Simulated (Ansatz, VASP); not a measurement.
# InGa3P4: VASP beside Ansatz

The input INCAR:

```
SYSTEM = InGa3P4
PREC     = Accurate       ! precision mode
ENCUT    = 520            ! plane-wave cutoff, eV
EDIFF    = 1E-7           ! SCF threshold, eV
ISMEAR   = 0              ! smearing method
SIGMA    = 0.02           ! smearing width, eV
LREAL    = .FALSE.        ! projectors in reciprocal space
LASPH    = .TRUE.         ! aspherical terms in the spheres
NELM     = 80             ! most SCF steps
ALGO     = Normal         ! electronic algorithm
ISIF     = 2              ! what is computed and relaxed
LWAVE    = .FALSE.        ! write WAVECAR
LCHARG   = .TRUE.         ! write CHGCAR
GGA      = PE             ! functional
LELF     = .TRUE.         ! ELF
LVHAR    = .TRUE.       
NBANDS   = 46             ! bands
```

File KPOINTS:

```
Automatic mesh
0
G
  6 6 6
  0 0 0
```

Contents of POSCAR:

```
InGa3P4
1.0
    5.6208980000      0.0000000000      0.0000000000
    0.0000000000      5.6208980000      0.0000000000
    0.0000000000      0.0000000000      5.6208980000
In Ga P
1 3 4
Direct
    0.5000000000      0.5000000000      0.5000000000
    0.0000000000      0.0000000000      0.5000000000
    0.0000000000      0.5000000000      0.0000000000
    0.5000000000      0.0000000000      0.0000000000
    0.7600130000      0.7600130000      0.7600130000
    0.7600130000      0.2399870000      0.2399870000
    0.2399870000      0.7600130000      0.2399870000
    0.2399870000      0.2399870000      0.7600130000
```

Input for Ansatz:

```yaml
crystal:
  lattice:
    - [5.620898, 0.0, 0.0]
    - [0.0, 5.620898, 0.0]
    - [0.0, 0.0, 5.620898]
  atoms:
    - { symbol: In, position: [0.5, 0.5, 0.5] }
    - { symbol: Ga, position: [0.0, 0.0, 0.5] }
    - { symbol: Ga, position: [0.0, 0.5, 0.0] }
    - { symbol: Ga, position: [0.5, 0.0, 0.0] }
    - { symbol: P, position: [0.760013, 0.760013, 0.760013] }
    - { symbol: P, position: [0.760013, 0.239987, 0.239987] }
    - { symbol: P, position: [0.239987, 0.760013, 0.239987] }
    - { symbol: P, position: [0.239987, 0.239987, 0.760013] }
basis:
  ecutwfc: 420
kpoints:
  mp_grid: { grid: [6, 6, 6] }
  band_path:
    path:
      - [[0.0, 0.0, 0.0], [0.0, 0.5, 0.0], [0.5, 0.5, 0.0], [0.0, 0.0, 0.0], [0.5, 0.5, 0.5], [0.0, 0.5, 0.0]]
      - [[0.5, 0.5, 0.5], [0.5, 0.5, 0.0]]
    npoints: 14
hamiltonian:
  xc: pbe
scf:
  occupations: { method: gaussian, width: 0.02 }
  n_extra_bands: 20
output:
  forces: true
  stress: true
  eigenvalues: true
  populations: true
  dos: { projected: true, de: 0.02, nscf_kmesh: { grid: [9, 9, 9] } }
  bader: true
  write_density: true
  write_potential: true
  elf: true
  volumetric_format: npy
```

Alike in both runs: task single point; functional PBE; k mesh 6 × 6 × 6; occupations gaussian, width 0.02 eV; no spin polarisation.

|  | VASP | Ansatz |
| --- | --- | --- |
| version | VASP 6.6.1 | Ansatz 0.2.0 |
| potentials or method | VASP PAW PBE potentials, release 64 (In_d, Ga_d, P), cutoff 520 eV | scalar-relativistic, plane waves, PAW |
| valence electrons in the cell | 72 | 72 |

```tsv
	VASP	Ansatz	Ansatz less VASP
gap on the k mesh at the Fermi level (eV)	1.04	1.05	+0.004
least direct gap on the mesh (eV)	1.04	1.05	+0.004
pressure (GPa)	0.0	0.0	+0.01
```
